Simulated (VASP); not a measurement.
Zr2SeS2, 5 atoms in the cell. The structure is trigonal, space group P-3m1 (No. 164). Conventional cell: a = 4.519 Å, b = 4.519 Å, c = 7.435 Å, α = 90.00°, β = 90.00°, γ = 120.00°. Zr (site symmetry 3m) has 4 S at 2.68 to 2.76 Å and 3 Zr at 3.16 Å within 3.5 Å. Se (site symmetry -3m) has 6 S at 3.25 Å and 6 Zr at 3.85 Å within 4.3 Å. S (site symmetry 3m) has 4 Zr at 2.68 to 2.76 Å and 3 Se at 3.25 Å within 3.5 Å. The cell was built from a structure type or drawn by symmetry, and may not be a known phase.

| Quantity | Value |
| --- | --- |
| Program | VASP 6.6.1 |
| Task | single point |
| Functional | PBE |
| Potentials or basis | VASP PAW PBE potentials, release 64 (Zr_sv, Se, S) |
| Cutoff | 520 eV |
| k mesh | 6 × 6 × 4 |
| Occupations | gaussian, width 0.1 eV |
| Spin | no spin polarisation |
| Dipole correction | no |
| Further INCAR settings | ALGO = Normal; EDIFF = 1e-06; NBANDS = 29 |

Potentials or basis: VASP PAW PBE potentials, release 64 (Zr_sv, Se, S).

Launch:

```sh
$ cat potpaw_PBE.64/Zr_sv/POTCAR potpaw_PBE.64/Se/POTCAR potpaw_PBE.64/S/POTCAR > POTCAR
$ mpirun -np 1 vasp_std > vasp.out
```

Hardware: 1 thread of Intel(R) Xeon(R) 6975P-C (Granite Rapids) (shared host).

Task: Estimate the wall time of this run.

Result: Run time: 37 s on 1 thread of Intel(R) Xeon(R) 6975P-C (Granite Rapids) (shared host), peak memory 0.3 GiB. Counts: scf iterations 15, k points 24.
